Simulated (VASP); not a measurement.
Write the native input for VASP 6.6.1 that does the following.

```yaml
Task: single point
Functional: HF
Potentials_or_basis: VASP PAW PBE potentials, release 64 (Be, Te)
Cutoff: 520 eV
k_mesh: 6 × 6 × 6
Occupations: gaussian, width 0.01 eV
Spin: no spin polarisation
Dipole_correction: no
Grid_for_exact_exchange_PRECFOCK: Normal
Further_INCAR_settings: ALGO = Normal; EDIFF = 1e-06; NBANDS = 11
Share_of_exact_exchange: 1
```

The system is BeTe.

```xyz
2
Lattice="0.0000 2.8286 2.8286 2.8286 0.0000 2.8286 2.8286 2.8286 0.0000" Properties=species:S:1:pos:R:3 pbc="T T T"
Be    0.0000    0.0000    0.0000
Te    1.4143    1.4143    1.4143
```

One way to write it, as run:

POSCAR

```
BeTe
1.0
    0.0000000000      2.8286229065      2.8286229065
    2.8286229065      0.0000000000      2.8286229065
    2.8286229065      2.8286229065      0.0000000000
Be Te
1 1
Direct
    0.0000000000      0.0000000000      0.0000000000
    0.2500000000      0.2500000000      0.2500000000
```

INCAR.step1

```
SYSTEM = BeTe
  ALGO = Normal
  EDIFF = 1E-5
  ENCUT = 520
  GGA = PE
  ISIF = 2
  ISMEAR = 0
  LASPH = .True.
  LCHARG = .False.
  LREAL = .False.
  LWAVE = .True.
  NBANDS = 11
  NELM = 80
  PREC = Accurate
  SIGMA = 0.01
```

INCAR.step2

```
SYSTEM = BeTe
  AEXX = 1.0
  AGGAC = 0.0
  ALDAC = 0.0
  ALGO = Normal
  EDIFF = 1E-6
  ENCUT = 520
  GGA = PE
  ISIF = 2
  ISMEAR = 0
  ISTART = 1
  LASPH = .True.
  LCHARG = .False.
  LHFCALC = .True.
  LREAL = .False.
  LWAVE = .False.
  NBANDS = 11
  NELM = 80
  PREC = Accurate
  PRECFOCK = Normal
  SIGMA = 0.01
```

KPOINTS

```
k-points
0
Gamma
  6 6 6
  0 0 0
```

Potentials or basis: VASP PAW PBE potentials, release 64 (Be, Te).

Run with:

```bash
$ cat potpaw_PBE.64/Be/POTCAR potpaw_PBE.64/Te/POTCAR > POTCAR
$ cp INCAR.step1 INCAR
$ mpirun -np 1 vasp_std > vasp.out
$ cp INCAR.step2 INCAR
$ mpirun -np 1 vasp_std > vasp.out
```

Results of the run:

```
Pressure               : 1.0 GPa
Band gap on the k mesh : 8.06 eV (least direct gap 8.75 eV)
```

Caveat: the PAW data sets were made with another functional, which shifts forces and pressure a little; spin-orbit coupling is left out, which moves the levels of the heavy elements.

It took 19 min on 1 thread of AMD EPYC 7R13 Processor (Zen 3) (shared host), peak memory 0.17 GiB.
